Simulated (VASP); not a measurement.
Wanted: the native input for a VASP 6.6.1 run.

```yaml
Task: single point
Functional: LDA
Potentials_or_basis: VASP PAW LDA potentials, release 64 (Al, Cu)
Cutoff: 520 eV
k_mesh: 10 × 10 × 14
Occupations: gaussian, width 0.15 eV
Spin: no spin polarisation
Dipole_correction: no
Further_INCAR_settings: ALGO = Fast; EDIFF = 1e-07; NBANDS = 16
```

The structure of Al2Cu lies in POSCAR:

```
Al2Cu
1.0
    4.0422638858      0.0000000000      0.0000000000
    0.0000000000      4.0422638858      0.0000000000
    0.0000000000      0.0000000000      2.8966000000
Al Cu
2 1
Direct
    0.5000000000      0.0000000000      0.5000000000
    0.0000000000      0.5000000000      0.5000000000
    0.0000000000      0.0000000000      0.0000000000
```

The input as run:

INCAR

```
PREC = Accurate ; ENCUT = 520
EDIFF = 1E-7 ; ISMEAR = 0
SIGMA = 0.15 ; LREAL = F
LASPH = T ; NELM = 100
ALGO = Fast ; ISIF = 2
LWAVE = F ; LCHARG = F
GGA = CA ; NBANDS = 16
```

KPOINTS

```
regular mesh
0
Gamma
  10 10 14
```

Potentials or basis: VASP PAW LDA potentials, release 64 (Al, Cu).

Run with:

```sh
$ cat potpaw_LDA.64/Al/POTCAR potpaw_LDA.64/Cu/POTCAR > POTCAR
$ mpirun -np 1 vasp_std > vasp.out
```

It gave:

| Property | Result |
| --- | --- |
| Pressure | -2.2 GPa |

It took 2.3 min on 1 thread of Intel(R) Xeon(R) Platinum 8259CL CPU @ 2.50GHz (Skylake/Cascade Lake) (shared host), peak memory 0.23 GiB.
